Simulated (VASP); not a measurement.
# Sr (P6/mmm) in VASP: notebook

Sr is run at these levels: revPBE; tasks: single point.

All numbers are computed with VASP 6.6.1; they aren't measurements. Logs are shortened: lines on timing, memory, paths and dates and some standing lists are left out, and cuts for length are marked.

### 1 The cell of the first run

The structure is hexagonal, space group P6/mmm (No. 191). The conventional cell has a = 6.664 Å, b = 6.664 Å, c = 3.993 Å, α = 90.00°, β = 90.00°, γ = 120.00°. Within 5.2 Å of Sr (site symmetry 6/mmm) lie 14 Sr at 3.99 to 4.33 Å. Sr (site symmetry -6m2) has 11 Sr at 3.85 to 4.33 Å within 5.1 Å.

This isn't the form of Sr at room conditions, which is fcc.

### 2 Single point, revPBE (51.20 Å³/atom)

The input, INCAR:

```
SYSTEM = Sr
PREC = Accurate
ENCUT = 520
EDIFF = 1E-6
ISMEAR = -1
SIGMA = 0.1
LREAL = .False.
LASPH = .True.
NELM = 80
ALGO = Normal
ISIF = 2
LWAVE = .False.
LCHARG = .False.
GGA = RE
NBANDS = 22
```

The input, KPOINTS:

```
regular mesh
0
Gamma
  6 6 9
  0 0 0
```

The input, POSCAR:

```
Sr
1.0
    6.6644765693      0.0000000000      0.0000000000
   -3.3322382847      5.7716060119      0.0000000000
    0.0000000000      0.0000000000      3.9931080740
Sr
3
Direct
    0.0000000000      1.0000000000      0.0000000000
    0.3333333333      0.6666666667      0.5000000000
    0.6666666667      0.3333333333      0.5000000000
```

Potentials or basis: VASP PAW PBE potentials, release 64 (Sr_sv).

Command:

```
$ cat potpaw_PBE.64/Sr_sv/POTCAR > POTCAR
$ mpirun -np 1 vasp_std > vasp.out
```

OUTCAR:

```text
SYSTEM = Sr
   PREC = Accurate
   ENCUT = 520
   EDIFF = 1E-6
   ISMEAR = -1
   LREAL = .False.
   LASPH = .True.
   NELM = 80
   ISIF = 2
   GGA = RE

 ion  position               nearest neighbor table
   1  0.000  0.000  0.000-   2 4.33   3 4.33   2 4.33   3 4.33   2 4.33   2 4.33   3 4.33   3 4.33
                             3 4.33   3 4.33   2 4.33   2 4.33
   2  0.333  0.667  0.500-   3 3.85   3 3.85   3 3.85   1 4.33   1 4.33   1 4.33   1 4.33   1 4.33
                             1 4.33
   3  0.667  0.333  0.500-   2 3.85   2 3.85   2 3.85   1 4.33   1 4.33   1 4.33   1 4.33   1 4.33
                             1 4.33

  LATTYP: Found a hexagonal cell.
 ALAT       =     6.6644765693
 C/A-ratio  =     0.5991630449

  Lattice vectors:

 A1 = (   6.6644765693,   0.0000000000,   0.0000000000)
 A2 = (  -3.3322382847,   5.7716060119,   0.0000000000)
 A3 = (   0.0000000000,   0.0000000000,   3.9931080740)

Analysis of symmetry for initial positions (statically):
=====================================================================
 Subroutine PRICEL returns:
 Original cell was already a primitive cell.

 Routine SETGRP: Setting up the symmetry group for a
 hexagonal supercell.

 Subroutine GETGRP returns: Found 24 space group operations
 (whereof 24 operations were pure point group operations)
 out of a pool of 24 trial point group operations.

The static configuration has the point symmetry D_6h.

Analysis of symmetry for dynamics (positions and initial velocities):
=====================================================================
 Subroutine PRICEL returns:
 Original cell was already a primitive cell.

 Routine SETGRP: Setting up the symmetry group for a
 hexagonal supercell.

 Subroutine GETGRP returns: Found 24 space group operations
 (whereof 24 operations were pure point group operations)
 out of a pool of 24 trial point group operations.

The dynamic configuration has the point symmetry D_6h.

 Subroutine INISYM returns: Found 24 space group operations
 (whereof 24 operations are pure point group operations),
 and found     1 'primitive' translations

----------------------------------------------------------------------------------------

                                     Primitive cell

  volume of cell :     153.5938

  direct lattice vectors                    reciprocal lattice vectors
[... 87 lines left out ...]
   ENCUT  =  520.0 eV  38.22 Ry    6.18 a.u.  12.39 12.39  7.42*2*pi/ulx,y,z
   NELM   =     80;   NELMIN=  2; NELMDL= -5     # of ELM steps
   EDIFF  = 0.1E-05   stopping-criterion for ELM
   LREAL  =      F    real-space projection
   EDIFFG = 0.1E-04   stopping-criterion for IOM
   NSW    =      0    number of steps for IOM
   IBRION =     -1    ionic relax: 0-MD 1-quasi-New 2-CG
   NFREE  =      0    steps in history (QN), initial steepest desc. (CG)
   ISIF   =      2    stress and relaxation
   ISYM   =      2    0-nonsym 1-usesym 2-fastsym
   POTIM  = 0.5000    time-step for ionic-motion
   TEBEG  =    0.0;   TEEND  =   0.0 temperature during run
   PSTRESS=    0.0 pullay stress
   NELECT =      30.0000    total number of electrons
   NUPDOWN=      -1.0000    fix difference up-down
   EMIN   =  10.00;   EMAX   =-10.00  energy-range for DOS
   EFERMI =   0.00;   METHOD = LEGACY
   ISMEAR =    -1;   SIGMA  =   0.10  broadening in eV -4-tet -1-fermi 0-gaus
   EFERMI_NEDOS =   21; number of points for ismear=-14 and -15
   IALGO  =     38    algorithm
   IMIX   =      4    mixing-type and parameters
     AMIX     =   0.40;   BMIX     =  1.00
     AMIX_MAG =   1.60;   BMIX_MAG =  1.00
  volume/ion in A,a.u.               =      51.20       345.50
  Fermi-wavevector in a.u.,A,eV,Ry     =   0.949855  1.794966 12.275510  0.902225
  Thomas-Fermi vector in A             =   2.078177
   LORBIT       =      0    0 simple, 1 ext, 2 COOP (PROOUT), +10 PAW based schemes
   GGA     = RE    functional components
   LHFCALC =     F    Hartree Fock is set to
   AEXX    =    0.0000 exact exchange contribution
   IVDW    =     0    specifies the selected vdW correction
   LEPSILON=     F    determine dielectric tensor
   LRPA    =     F    only Hartree local field effects (RPA)
 non-spin polarized calculation
  energy-cutoff  :      520.00
  volume of cell :      153.59
 maximum number of plane-waves:      4173
 NGX is ok and might be reduce to    50
   NGX = 25   NGY = 25   NGZ = 15

 number of electron      30.0000000 magnetization

 Free energy of the ion-electron system (eV)
  ---------------------------------------------------
  ext. energy  EPLUGINS =         0.00000000
  ---------------------------------------------------
  free energy    TOTEN  =        -4.26658782 eV

  energy without entropy =       -4.10347375  energy(sigma->0) =       -4.18503079

 E-fermi :   1.9025     XC(G=0):  -7.4805

 val. band max:        1.8981495554   @ k =   0.1667   0.0000   0.4444
 cond. band min:       1.9114841826   @ k =   0.3333   0.0000   0.4444
 fundamental gap:      0.0133346272
 Fermi energy:         1.9024510120

 k-point     1 :       0.0000    0.0000    0.0000
  band No.  band energies     occupation
      1     -34.6429      2.00000
      2     -34.6150      2.00000
      3     -34.5405      2.00000
      4     -16.7406      2.00000
      5     -16.7406      2.00000
      6     -16.6049      2.00000
[... 589 lines left out ...]
     21       4.0388      0.00000
     22       4.1429      0.00000

 [... further k-points ...]

------------------------ aborting loop because EDIFF is reached ----------------------------------------

  FORCE on cell =-STRESS in cart. coord.  units (eV):
  Direction    XX          YY          ZZ          XY          YZ          ZX
  --------------------------------------------------------------------------------------
  -------------------------------------------------------------------------------------
  Total        1.6645068      1.6645068      1.3786962     -0.0000000      0.0000000     -0.0000000
  in kB       17.3629041     17.3629041     14.3815399     -0.0000000      0.0000000     -0.0000000
  external PRESSURE =      16.3691160 kB  Pullay stress =       0.0000000 kB

 VOLUME and BASIS-vectors are now :
 -----------------------------------------------------------------------------
  energy-cutoff  :      520.00
  volume of cell :      153.59
      direct lattice vectors                 reciprocal lattice vectors
     6.664476569  0.000000000  0.000000000     0.150049293  0.086631000  0.000000000
    -3.332238285  5.771606012  0.000000000     0.000000000  0.173262000  0.000000000
     0.000000000  0.000000000  3.993108074     0.000000000  0.000000000  0.250431489

 POSITION                                       TOTAL-FORCE (eV/Angst)
 -----------------------------------------------------------------------------------
      0.00000      0.00000      0.00000         0.000000      0.000000      0.000000
     -0.00000      3.84774      1.99655        -0.000000      0.000000      0.000000
      3.33224      1.92387      1.99655         0.000000     -0.000000     -0.000000
 -----------------------------------------------------------------------------------
    total drift:                                0.000000     -0.000000      0.000000

  FREE ENERGIE OF THE ION-ELECTRON SYSTEM (eV)
  ---------------------------------------------------
  free  energy   TOTEN  =        -4.2665878244 eV

  energy  without entropy=       -4.1034737472  energy(sigma->0) =       -4.18503079
```

stdout:

```text
POSCAR found type information on POSCAR Sr
 POSCAR found :  1 types and       3 ions
 scaLAPACK will be used
 -----------------------------------------------------------------------------
|                                                                             |
|                                                                             |
|     You enforced a specific xc type in the INCAR file but a different       |
|     I HOPE YOU KNOW WHAT YOU ARE DOING!                                     |
|                                                                             |
 -----------------------------------------------------------------------------

 LDA part: xc-table for (Slater+PW92), standard interpolation
 POSCAR, INCAR and KPOINTS ok, starting setup
 FFT: planning ... GRIDC
 FFT: planning ... GRID_SOFT
 FFT: planning ... GRID
 WAVECAR not read
 entering main loop
```

Run time: 54 s. Hardware: 1 thread of AMD EPYC 9R45 (Zen 5), shared host; peak memory 0.26 GiB.

Results:

```yaml
Free_energy: -4.2666 eV
Pressure: 1.6 GPa
Band_gap_on_the_k_mesh: zero (bands 15 and 16 overlap by 0.21 eV)
```

Stress tensor (GPa, compression positive):
```
1.74 0.00 0.00
0.00 1.74 0.00
0.00 0.00 1.44
```

Caveat: the PAW data sets were made with another functional, which shifts forces and pressure a little.

(Part 1 of 3 ends here.)

The gap in the log of VASP goes by the Fermi energy; the results here count the filled bands.